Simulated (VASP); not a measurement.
# Cd (P6_3/mmc) in VASP: a series of runs, part 2 of 2

VASP 6.6.1. The steps go on from the part before.

## Step 3: Electric field gradients, PBEsol

Contents of INCAR:

```
SYSTEM = Cd
PREC = Accurate
ENCUT = 400
EDIFF = 1E-8
ISMEAR = -1
SIGMA = 0.05
LREAL = .False.
LASPH = .True.
NELM = 120
ALGO = Normal
ISIF = 2
LWAVE = .False.
LCHARG = .False.
GGA = PS
LEFG = .True.
NBANDS = 58
GGA_COMPAT = .False.
```

Contents of KPOINTS:

```
regular mesh
0
Gamma
  5 5 5
  0 0 0
```

Contents of POSCAR:

```
Cd
1.0
   -4.4683050000      2.5797770946      5.6176500000
    4.4683050000     -2.5797770946      5.6176500000
    1.4894350000      2.5797770946     -5.6176500000
Cd
8
Direct
    0.4583333334      0.2916666666      0.5000000000
    0.9583333334      0.7916666666      0.5000000000
    0.9583333334      0.2916666666      0.0000000000
    0.4583333334      0.7916666666      0.0000000000
    0.5416666666      0.7083333334      0.5000000000
    0.0416666667      0.2083333334      0.5000000000
    0.0416666667      0.7083333334      0.0000000000
    0.5416666666      0.2083333334      0.0000000000
```

Potentials or basis: VASP PAW PBE potentials, release 64 (Cd).

Run with:

```
$ cat potpaw_PBE.64/Cd/POTCAR > POTCAR
$ mpirun -np 1 vasp_std > vasp.out
```

OUTCAR:

```text
SYSTEM = Cd
   PREC = Accurate
   ENCUT = 400
   EDIFF = 1E-8
   ISMEAR = -1
   LREAL = .False.
   LASPH = .True.
   NELM = 120
   ISIF = 2
   GGA = PS

 ion  position               nearest neighbor table
   1  0.458  0.292  0.500-   4 2.98   4 2.98   2 2.98   3 2.98   3 2.98   2 2.98   7 3.29   8 3.29
                             8 3.29   6 3.29   7 3.29   5 3.29
   2  0.958  0.792  0.500-   3 2.98   3 2.98   4 2.98   1 2.98   4 2.98   1 2.98   7 3.29   8 3.29
                             8 3.29   7 3.29   5 3.29   6 3.29
   3  0.958  0.292  0.000-   2 2.98   2 2.98   4 2.98   1 2.98   1 2.98   4 2.98   6 3.29   5 3.29
                             5 3.29   6 3.29   8 3.29   7 3.29
   4  0.458  0.792  0.000-   1 2.98   1 2.98   2 2.98   3 2.98   2 2.98   3 2.98   6 3.29   5 3.29
                             5 3.29   7 3.29   6 3.29   8 3.29
   5  0.542  0.708  0.500-   7 2.98   8 2.98   8 2.98   6 2.98   6 2.98   7 2.98   3 3.29   4 3.29
                             4 3.29   3 3.29   2 3.29   1 3.29
[... 1742 lines left out ...]
 (convention: |V_zz| > |V_xx| > |V_yy|)
----------------------------------------------------------------------
 ion       V_xx      V_yy      V_zz     asymmetry (V_yy - V_xx)/ V_zz
----------------------------------------------------------------------
   1     -46.197   -39.853    86.050       0.074
   2     -46.197   -39.853    86.050       0.074
   3     -46.197   -39.853    86.050       0.074
   4     -46.197   -39.853    86.050       0.074
   5     -46.197   -39.853    86.050       0.074
   6     -46.197   -39.853    86.050       0.074
   7     -46.197   -39.853    86.050       0.074
   8     -46.197   -39.853    86.050       0.074
----------------------------------------------------------------------

           NMR quadrupolar parameters

 Cq : quadrupolar parameter    Cq=e*Q*V_zz/h
 eta: asymmetry parameters     (V_yy - V_xx)/ V_zz
 Q  : nuclear electric quadrupole moment in mb (millibarn)
----------------------------------------------------------------------
 ion       Cq(MHz)       eta       Q (mb)
----------------------------------------------------------------------
   1       0.208       0.074       1.000
   2       0.208       0.074       1.000
   3       0.208       0.074       1.000
   4       0.208       0.074       1.000
   5       0.208       0.074       1.000
   6       0.208       0.074       1.000
   7       0.208       0.074       1.000
   8       0.208       0.074       1.000
----------------------------------------------------------------------
```

OSZICAR:

```text
N       E                     dE             d eps       ncg     rms          rms(c)
DAV:   1     0.708909014311E+03    0.70891E+03   -0.44228E+04  3156   0.137E+03
DAV:   2     0.143141701041E+02   -0.69459E+03   -0.67258E+03  3194   0.411E+02
DAV:   3    -0.102617204503E+02   -0.24576E+02   -0.24334E+02  3484   0.883E+01
DAV:   4    -0.103688163651E+02   -0.10710E+00   -0.10694E+00  3316   0.512E+00
DAV:   5    -0.103690658519E+02   -0.24949E-03   -0.24948E-03  3370   0.230E-01    0.881E+00
DAV:   6    -0.971623301856E+01    0.65283E+00   -0.19118E+00  3232   0.980E+00    0.710E+00
DAV:   7    -0.966843134479E+01    0.47802E-01   -0.15836E-01  3260   0.209E+00    0.389E+00
DAV:   8    -0.966032356208E+01    0.81078E-02   -0.14404E-02  3196   0.963E-01    0.259E-01
DAV:   9    -0.966034301884E+01   -0.19457E-04   -0.36930E-04  3462   0.139E-01    0.810E-02
DAV:  10    -0.966042123257E+01   -0.78214E-04   -0.68637E-05  3220   0.569E-02    0.649E-03
DAV:  11    -0.966042080991E+01    0.42266E-06   -0.84570E-07  3464   0.591E-03    0.269E-03
DAV:  12    -0.966042046611E+01    0.34379E-06   -0.48379E-08  2840   0.117E-03    0.115E-03
DAV:  13    -0.966042043999E+01    0.26126E-07   -0.31521E-09  1704   0.374E-04    0.378E-04
DAV:  14    -0.966042045322E+01   -0.13233E-07   -0.43258E-10  1688   0.136E-04    0.167E-04
DAV:  15    -0.966042044206E+01    0.11163E-07   -0.15551E-10  1680   0.981E-05    0.125E-05
DAV:  16    -0.966042044299E+01   -0.93496E-09   -0.54930E-12  1670   0.127E-05
   1 F= -.96604204E+01 E0= -.96531566E+01  d E =-.145277E-01
```

Run time: 4.7 min. Hardware: 1 thread of Oxide Virtual Turin-like, shared host; peak memory 0.33 GiB.

Results:

| Item | Value |
| --- | --- |
| Free energy | -9.6604 eV |
| Pressure | -2.1 GPa |
| Band gap on the k mesh | zero (bands 48 and 49 overlap by 2.58 eV) |
| Largest electric field gradient by atom | Cd +86.0 V/Å² |

Forces in eV/Å, atoms in the order of the input:
```
Cd  -0.003  0.001  0.000
Cd  -0.003  0.001  0.000
Cd  -0.003  0.001  0.000
Cd  -0.003  0.001  0.000
Cd   0.003 -0.001  0.000
Cd   0.003 -0.001  0.000
Cd   0.003 -0.001  0.000
Cd   0.003 -0.001  0.000
```

Stress tensor (GPa, compression positive):
```
-1.45 -0.35  0.00
-0.35 -1.86  0.00
 0.00  0.00 -3.12
```

Levels at points of the mesh, in eV from the Fermi level:
| k point | band 44 | band 45 | band 46 | band 47 | band 48 | band 49 | band 50 | band 51 | band 52 | band 53 |
| --- | --- | --- | --- | --- | --- | --- | --- | --- | --- | --- |
| (0.00, 0.00, 0.00) | -2.37 | -1.86 | -1.57 | -1.57 | -1.57 | -1.57 | 0.06 | 0.06 | 0.06 | 0.06 |

Electric field gradients, principal values (V/Å²):
| atom | least | middle | greatest (by size) |
| --- | --- | --- | --- |
| 1 Cd | -39.853 | -46.197 | 86.050 |
| 2 Cd | -39.853 | -46.197 | 86.050 |
| 3 Cd | -39.853 | -46.197 | 86.050 |
| 4 Cd | -39.853 | -46.197 | 86.050 |
| 5 Cd | -39.853 | -46.197 | 86.050 |
| 6 Cd | -39.853 | -46.197 | 86.050 |
| 7 Cd | -39.853 | -46.197 | 86.050 |
| 8 Cd | -39.853 | -46.197 | 86.050 |

Caveat: without QUAD_EFG the Cq values of the log hold for a quadrupole moment of 1 mb, not for the nuclei; the PAW data sets were made with another functional, which shifts forces and pressure a little.
